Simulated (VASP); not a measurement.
# SrO: single point with LDA

SrO:

```
Sr O
1.0
     0.00000    2.58330    2.58330
     2.58330    0.00000    2.58330
     2.58330    2.58330    0.00000
Sr O
1 1
Direct
  0.50000 0.50000 0.50000
  0.00000 0.00000 0.00000
```

```
Program             : VASP 6.6.1
Task                : single point
Functional          : LDA
Potentials or basis : VASP PAW LDA potentials, release 64 (Sr_sv, O)
Cutoff              : 520 eV
k mesh              : 9 × 9 × 9
Occupations         : fermi-dirac, width 0.05 eV
Spin                : no spin polarisation
```

```json
{"Pressure": "-4.8 GPa", "Band gap on the k mesh": "3.17 eV, indirect (least direct gap 3.27 eV)"}
```

Levels at points of the mesh, in eV from the valence-band top:
| k point | band 5 | band 6 | band 7 | band 8 | band 9 | band 10 | band 11 | band 12 |
| --- | --- | --- | --- | --- | --- | --- | --- | --- |
| (0.00, 0.00, 0.00) | -13.87 | 0.00 | 0.00 | 0.00 | 3.70 | 6.07 | 6.07 | 6.07 |

It took 34 s on 1 thread of AMD EPYC 7R43 64-Core Processor (Zen 3), with other jobs on the host, peak memory 0.11 GiB.

A k mesh can miss the band edges. As with any semilocal functional, this LDA gap is likely too small.
